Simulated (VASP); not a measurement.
Here is a VASP 6.6.1 calculation.

Contents of INCAR:

```
SYSTEM = Ta
PREC = Accurate
ENCUT = 520
EDIFF = 1E-6
ISMEAR = 0
SIGMA = 0.1
LREAL = .False.
LASPH = .True.
NELM = 100
ALGO = Fast
ISIF = 2
LWAVE = .False.
LCHARG = .False.
GGA = PE
NBANDS = 12
```

The input KPOINTS:

```
Automatic mesh
0
Gamma
  54 54 54
  0 0 0
```

The input POSCAR:

```
Ta
1.0
   -1.6597036759      1.6597036759      1.6597036759
    1.6597036759     -1.6597036759      1.6597036759
    1.6597036759      1.6597036759     -1.6597036759
Ta
1
Direct
    0.0000000000      0.0000000000      0.0000000000
```

Potentials or basis: VASP PAW PBE potentials, release 64 (Ta_pv).

Run with:

```console
$ cat potpaw_PBE.64/Ta_pv/POTCAR > POTCAR
$ mpirun -np 1 vasp_std > vasp.out
```

Estimate the pressure.

0.1 GPa.

Estimate the band gap on the k mesh.

zero (an odd number of electrons rules out a gap without spin polarisation).

Caveat: spin-orbit coupling is left out, which moves the levels of the heavy elements.
